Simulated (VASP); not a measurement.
# AlCu (Fm-3m) in VASP: single point with PBEsol

Aim: the single point of AlCu with PBEsol.

Program: VASP 6.6.1. These are calculated values, not measurements. Logs are shortened: lines on timing, memory, paths and dates and some standing lists are left out, and cuts for length are marked.

### 1 The cell of the first run

The structure is cubic, space group Fm-3m (No. 225). The conventional cell has a = 4.758 Å, b = 4.758 Å, c = 4.758 Å, α = 90.00°, β = 90.00°, γ = 90.00°. Al (site symmetry m-3m) has 6 Cu at 2.38 Å within 3.1 Å. Cu (site symmetry m-3m) has 6 Al at 2.38 Å within 3.1 Å.

### 2 Single point, PBEsol

File INCAR:

```
ALGO = Normal ; EDIFF = 1E-6
ENCUT = 520 ; GGA = PS
ISIF = 2 ; ISMEAR = 0
LASPH = True ; LCHARG = False
LREAL = False ; LWAVE = False
NBANDS = 14 ; NELM = 100
PREC = Accurate ; SIGMA = 0.15
```

File KPOINTS:

```
k-points
0
Gamma
  18 18 18
```

File POSCAR:

```
AlCu
1.0
    3.1721659599      0.7930414900      0.7930414900
    0.7930414900      3.1721659599      0.7930414900
    0.7930414900      0.7930414900      3.1721659599
Al Cu
1 1
Direct
    0.0000000000      0.0000000000      0.0000000000
    0.5000000000      0.5000000000      0.5000000000
```

Potentials or basis: VASP PAW PBE potentials, release 64 (Al, Cu).

Run with:

```
$ cat potpaw_PBE.64/Al/POTCAR potpaw_PBE.64/Cu/POTCAR > POTCAR
$ mpirun -np 1 vasp_std > vasp.out
```

OUTCAR:

```text
EDIFF = 1E-6
   ENCUT = 520
   GGA = PS
   ISIF = 2
   ISMEAR = 0
   LASPH = True
   LREAL = False
   NELM = 100
   PREC = Accurate

 ion  position               nearest neighbor table
   1  0.000  0.000  0.000-   2 2.38   2 2.38   2 2.38   2 2.38   2 2.38   2 2.38
   2  0.500  0.500  0.500-   1 2.38   1 2.38   1 2.38   1 2.38   1 2.38   1 2.38

  LATTYP: Found a face centered cubic cell.
 ALAT       =     4.7582489399

  Lattice vectors:

 A1 = (   3.1721659599,   0.7930414900,   0.7930414900)
 A2 = (   0.7930414900,   3.1721659599,   0.7930414900)
 A3 = (   0.7930414900,   0.7930414900,   3.1721659599)

Analysis of symmetry for initial positions (statically):
=====================================================================
 Subroutine PRICEL returns:
 Original cell was already a primitive cell.

 Routine SETGRP: Setting up the symmetry group for a
 face centered cubic supercell.

 Subroutine GETGRP returns: Found 48 space group operations
 (whereof 48 operations were pure point group operations)
 out of a pool of 48 trial point group operations.

The static configuration has the point symmetry O_h .

Analysis of symmetry for dynamics (positions and initial velocities):
=====================================================================
 Subroutine PRICEL returns:
 Original cell was already a primitive cell.

 Routine SETGRP: Setting up the symmetry group for a
 face centered cubic supercell.

 Subroutine GETGRP returns: Found 48 space group operations
 (whereof 48 operations were pure point group operations)
 out of a pool of 48 trial point group operations.

The dynamic configuration has the point symmetry O_h .

 Subroutine INISYM returns: Found 48 space group operations
 (whereof 48 operations are pure point group operations),
 and found     1 'primitive' translations

----------------------------------------------------------------------------------------

                                     Primitive cell

  volume of cell :      26.9328

  direct lattice vectors                    reciprocal lattice vectors
     3.172165960  0.793041490  0.793041490     0.350268909 -0.070053782 -0.070053782
     0.793041490  3.172165960  0.793041490    -0.070053782  0.350268909 -0.070053782
     0.793041490  0.793041490  3.172165960    -0.070053782 -0.070053782  0.350268909

  length of vectors
     3.364590092  3.364590092  3.364590092     0.364010128  0.364010128  0.364010128

  position of ions in fractional coordinates (direct lattice)
     0.000000000  0.000000000  0.000000000
     0.500000000  0.500000000  0.500000000

  ion indices of the primitive-cell ions
   primitive index   ion index
                 1           1
                 2           2

----------------------------------------------------------------------------------------

 KPOINTS: k-points

Automatic generation of k-mesh.
 Grid dimensions read from file:
 generate k-points for:   18   18   18

 Generating k-lattice:

  Cartesian coordinates                     Fractional coordinates (reciprocal lattice)
     0.019459384 -0.003891877 -0.003891877     0.055555556  0.000000000  0.000000000
    -0.003891877  0.019459384 -0.003891877     0.000000000  0.055555556  0.000000000
    -0.003891877 -0.003891877  0.019459384     0.000000000  0.000000000  0.055555556

  Length of vectors
     0.020222785  0.020222785  0.020222785

  Shift w.r.t. Gamma in fractional coordinates (k-lattice)
     0.000000000  0.000000000  0.000000000

 Subroutine IBZKPT returns following result:
 ===========================================

 Found    195 irreducible k-points:

 Following reciprocal coordinates:
            Coordinates               Weight
  0.000000  0.000000  0.000000      1.000000
  0.055556 -0.000000 -0.000000      8.000000
  0.111111 -0.000000 -0.000000      8.000000
  0.166667  0.000000  0.000000      8.000000
  0.222222 -0.000000 -0.000000      8.000000
  0.277778  0.000000  0.000000      8.000000
[... 16 lines left out ...]
 -0.277778  0.055556  0.000000     24.000000
 -0.222222  0.055556  0.000000     24.000000
 [... further k-points ...]
   k-points           NKPTS =    195   k-points in BZ     NKDIM =    195   number of bands    NBANDS=     14
   number of dos      NEDOS =    301   number of ions     NIONS =      2
   total plane-waves  NPLWV =  21952
   dimension x,y,z NGX =    28 NGY =   28 NGZ =   28
   dimension x,y,z NGXF=    56 NGYF=   56 NGZF=   56
   ions per type =               1   1
   NGX,Y,Z   is equivalent  to a cutoff of  13.83, 13.83, 13.83 a.u.
   NGXF,Y,Z  is equivalent  to a cutoff of  27.67, 27.67, 27.67 a.u.
 SYSTEM =  unknown system
   PREC   = accura    normal or accurate (medium, high low for compatibility)
   ISTART =      0    job   : 0-new  1-cont  2-samecut
   ICHARG =      2    charge: 1-file 2-atom 10-const
   ISPIN  =      1    spin polarized calculation?
   LNONCOLLINEAR =      F non collinear calculations
   LSORBIT =      F    spin-orbit coupling
   LASPH  =      T    aspherical Exc in radial PAW
   ENCUT  =  520.0 eV  38.22 Ry    6.18 a.u.   6.26  6.26  6.26*2*pi/ulx,y,z
   NELM   =    100;   NELMIN=  2; NELMDL= -5     # of ELM steps
   EDIFF  = 0.1E-05   stopping-criterion for ELM
   LREAL  =      F    real-space projection
   EDIFFG = 0.1E-04   stopping-criterion for IOM
   NSW    =      0    number of steps for IOM
   IBRION =     -1    ionic relax: 0-MD 1-quasi-New 2-CG
   NFREE  =      0    steps in history (QN), initial steepest desc. (CG)
   ISIF   =      2    stress and relaxation
   ISYM   =      2    0-nonsym 1-usesym 2-fastsym
   POTIM  = 0.5000    time-step for ionic-motion
   TEBEG  =    0.0;   TEEND  =   0.0 temperature during run
   PSTRESS=    0.0 pullay stress
   NELECT =      14.0000    total number of electrons
   NUPDOWN=      -1.0000    fix difference up-down
   EMIN   =  10.00;   EMAX   =-10.00  energy-range for DOS
   EFERMI =   0.00;   METHOD = LEGACY
   ISMEAR =     0;   SIGMA  =   0.15  broadening in eV -4-tet -1-fermi 0-gaus
   EFERMI_NEDOS =   21; number of points for ismear=-14 and -15
   IALGO  =     38    algorithm
   IMIX   =      4    mixing-type and parameters
     AMIX     =   0.40;   BMIX     =  1.00
     AMIX_MAG =   1.60;   BMIX_MAG =  1.00
  volume/ion in A,a.u.               =      13.47        90.88
  Fermi-wavevector in a.u.,A,eV,Ry     =   1.316306  2.487459 23.574307  1.732663
  Thomas-Fermi vector in A             =   2.446428
   LORBIT       =      0    0 simple, 1 ext, 2 COOP (PROOUT), +10 PAW based schemes
   GGA     = PS    functional components
   LHFCALC =     F    Hartree Fock is set to
   AEXX    =    0.0000 exact exchange contribution
   IVDW    =     0    specifies the selected vdW correction
   LEPSILON=     F    determine dielectric tensor
   LRPA    =     F    only Hartree local field effects (RPA)
 non-spin polarized calculation
 Gauss-broadening in eV      SIGMA  =   0.15
  energy-cutoff  :      520.00
  volume of cell :       26.93
 maximum number of plane-waves:       745
 NGX is ok and might be reduce to    28
   NGX = 13   NGY = 13   NGZ = 13

 number of electron      14.0000012 magnetization

 Free energy of the ion-electron system (eV)
  ---------------------------------------------------
  ext. energy  EPLUGINS =         0.00000000
  ---------------------------------------------------
  free energy    TOTEN  =        -7.70379346 eV

  energy without entropy =       -7.69558332  energy(sigma->0) =       -7.69968839

 E-fermi :   8.4000     XC(G=0): -11.5438

 val. band max:        8.3864682653   @ k =   0.3889   0.3889   0.0000
 cond. band min:       8.4050793556   @ k =   0.5000   0.3889   0.0000
 fundamental gap:      0.0186110903
 Fermi energy:         8.4000135809

 k-point     1 :       0.0000    0.0000    0.0000
  band No.  band energies     occupation
      1      -2.5079      2.00000
      2       4.1630      2.00000
      3       4.1630      2.00000
      4       4.1630      2.00000
      5       4.1715      2.00000
      6       4.1715      2.00000
      7      14.7521      0.00000
      8      14.7521      0.00000
      9      14.7521      0.00000
     10      18.1553      0.00000
     11      18.1553      0.00000
     12      18.1553      0.00000
     13      19.7027      0.00000
     14      22.6941      0.00000

 k-point     2 :       0.0556   -0.0000   -0.0000
  band No.  band energies     occupation
      1      -2.4456      2.00000
      2       4.1505      2.00000
      3       4.1590      2.00000
      4       4.1590      2.00000
      5       4.1792      2.00000
      6       4.1792      2.00000
      7      14.1929      0.00000
      8      14.6971      0.00000
      9      14.6971      0.00000
     10      17.9758      0.00000
     11      18.3023      0.00000
     12      18.3023      0.00000
     13      20.3928      0.00000
     14      21.6535      0.00000

 k-point     3 :       0.1111   -0.0000   -0.0000
  band No.  band energies     occupation
      1      -2.2594      2.00000
      2       4.1134      2.00000
      3       4.1300      2.00000
      4       4.1300      2.00000
      5       4.2192      2.00000
      6       4.2192      2.00000
      7      12.9327      0.00000
      8      14.5626      0.00000
      9      14.5626      0.00000
     10      17.7667      0.00000
     11      18.6857      0.00000
     12      18.6857      0.00000
     13      20.5358      0.00000
     14      20.5358      0.00000
[... 324 lines left out ...]
 k-point    23 :      -0.2778    0.0556    0.0000
  band No.  band energies     occupation
      1      -0.7233      2.00000
      2       3.7875      2.00000
      3       3.9484      2.00000
      4       3.9594      2.00000
      5       4.4522      2.00000
      6       4.5176      2.00000
      7       8.1706      1.96946
      8      13.0241      0.00000
      9      15.0625      0.00000
     10      16.3920      0.00000
     11      17.1503      0.00000
     12      17.9624      0.00000
     13      20.9604      0.00000
     14      21.2864      0.00000

 k-point    24 :      -0.2222    0.0556    0.0000
  band No.  band energies     occupation
      1      -1.3010      2.00000
      2       3.9236      2.00000
      3       4.0022      2.00000
      4       4.0139      2.00000
      5       4.3661      2.00000
      6       4.4295      2.00000
      7       9.5359      0.00000
      8      13.1170      0.00000
      9      15.1145      0.00000
     10      17.1619      0.00000
     11      17.5409      0.00000
     12      18.3690      0.00000
     13      19.9979      0.00000
     14      21.3250      0.00000

 [... further k-points ...]
[... 5 lines left out ...]
  --------------------------------------------------------------------------------------
  -------------------------------------------------------------------------------------
  Total        2.8591192      2.8591192      2.8591192      0.0000000      0.0000000      0.0000000
  in kB      170.0831739    170.0831739    170.0831739      0.0000000      0.0000000      0.0000000
  external PRESSURE =     170.0831739 kB  Pullay stress =       0.0000000 kB

 VOLUME and BASIS-vectors are now :
 -----------------------------------------------------------------------------
  energy-cutoff  :      520.00
  volume of cell :       26.93
      direct lattice vectors                 reciprocal lattice vectors
     3.172165960  0.793041490  0.793041490     0.350268909 -0.070053782 -0.070053782
     0.793041490  3.172165960  0.793041490    -0.070053782  0.350268909 -0.070053782
     0.793041490  0.793041490  3.172165960    -0.070053782 -0.070053782  0.350268909

 POSITION                                       TOTAL-FORCE (eV/Angst)
 -----------------------------------------------------------------------------------
      0.00000      0.00000      0.00000        -0.000000      0.000000      0.000000
      2.37912      2.37912      2.37912         0.000000     -0.000000     -0.000000
 -----------------------------------------------------------------------------------
    total drift:                                0.000000      0.000000      0.000000

  FREE ENERGIE OF THE ION-ELECTRON SYSTEM (eV)
  ---------------------------------------------------
  free  energy   TOTEN  =        -7.7037934577 eV

  energy  without entropy=       -7.6955833246  energy(sigma->0) =       -7.69968839
```

Run time: 45 s. Hardware: 1 thread of Intel Xeon Platinum 8559C (Emerald Rapids), shared host; peak memory 0.21 GiB.

What came out:

- Free energy: -7.7038 eV
- Pressure: 17.0 GPa
- Band gap on the k mesh: zero (bands 7 and 8 overlap by 7.91 eV)

Levels at points of the mesh, in eV from the Fermi level:
| k point | band 3 | band 4 | band 5 | band 6 | band 7 | band 8 | band 9 | band 10 | band 11 | band 12 |
| --- | --- | --- | --- | --- | --- | --- | --- | --- | --- | --- |
| (0.00, 0.00, 0.00) | -4.24 | -4.24 | -4.23 | -4.23 | 6.35 | 6.35 | 6.35 | 9.76 | 9.76 | 9.76 |
| (0.50, 0.00, 0.00) | -4.56 | -4.56 | -3.73 | -3.73 | -2.93 | 5.88 | 5.88 | 7.24 | 7.24 | 8.49 |
| (0.50, 0.50, 0.00) | -4.35 | -3.99 | -3.60 | -3.60 | -2.04 | 1.04 | 1.04 | 4.67 | 5.29 | 18.17 |

Caveat: the cell stands under pressure; the PAW data sets were made with another functional, which shifts forces and pressure a little.
